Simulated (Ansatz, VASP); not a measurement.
WS2 in VASP and in Ansatz

```
W S
1.0
     3.09778    0.00000    0.00000
    -1.54889    2.68275    0.00000
     0.00000    0.00000   16.79571
W S
1 2
Direct
  0.33333 0.66667 0.00000
  0.64234 0.33333 0.90714
  0.69100 0.33333 0.09286
```

Change from the starting cell: mode 4 frozen in at -0.076 Å, equal normal strain along x, y and z -0.0083.

Alike in both runs: task single point; functional PBEsol; dispersion D3(BJ); k mesh 12 × 12 × 2; occupations gaussian, width 0.05 eV; no spin polarisation.

|  | VASP | Ansatz |
| --- | --- | --- |
| version | VASP 6.6.1 | Ansatz 0.2.0 |
| potentials or method | VASP PAW PBE potentials, release 64 (W_sv, S), cutoff 520 eV | scalar-relativistic, plane waves, PAW |
| valence electrons in the cell | 26 | 26 |

```csv
,VASP,Ansatz,Ansatz less VASP
gap on the k mesh at the Fermi level (eV),2.01,2.01,-0.001
least direct gap on the mesh (eV),2.10,2.09,-0.006
rms of the force components (eV/Å),0.489,0.482,-0.0068
```

VASP's potentials were made for PBE, not for PBEsol. Atom by atom the forces differ by 0.011 eV/Å (rms over components).

Neither program's run includes spin-orbit coupling.
